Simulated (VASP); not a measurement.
Wanted: the native input for a VASP 6.6.1 run.

```
Task                   : single point
Functional             : PBE
Potentials or basis    : VASP PAW PBE potentials, release 64 (Ni)
Cutoff                 : 520 eV
k mesh                 : 55 × 55 × 55
Occupations            : fermi-dirac, width 0.0612256 eV
Spin                   : no spin polarisation
Dipole correction      : no
Further INCAR settings : ALGO = Normal; EDIFF = 1e-06; NBANDS = 11
```

The structure of Ni lies in POSCAR:

```
Ni
1.0
   -1.3967808690      1.3967808690      1.3967808690
    1.3967808690     -1.3967808690      1.3967808690
    1.3967808690      1.3967808690     -1.3967808690
Ni
1
Direct
    0.0000000000      0.0000000000      0.0000000000
```

These files were run (other wordings do the same):

INCAR

```
PREC = Accurate
ENCUT = 520
EDIFF = 1E-6
ISMEAR = -1
SIGMA = 0.06122561905347299
LREAL = F
LASPH = T
NELM = 80
ALGO = Normal
ISIF = 2
LWAVE = F
LCHARG = F
GGA = PE
NBANDS = 11
```

KPOINTS

```
Automatic mesh
0
Gamma
  55 55 55
```

Potentials or basis: VASP PAW PBE potentials, release 64 (Ni).

Command:

```console
$ cat potpaw_PBE.64/Ni/POTCAR > POTCAR
$ mpirun -np 1 vasp_std > vasp.out
```

It gave:

The pressure is -0.1 GPa and the band gap on the k mesh is zero (band 5 reaches 9.54 eV, above the bottom of band 6 at 8.52 eV).

Caveat: the run has no spin polarisation, though such a crystal can be magnetic.

Wall time 3.2 min on 1 thread of Intel(R) Xeon(R) 6975P-C (Granite Rapids), on a shared host, peak memory 0.58 GiB.
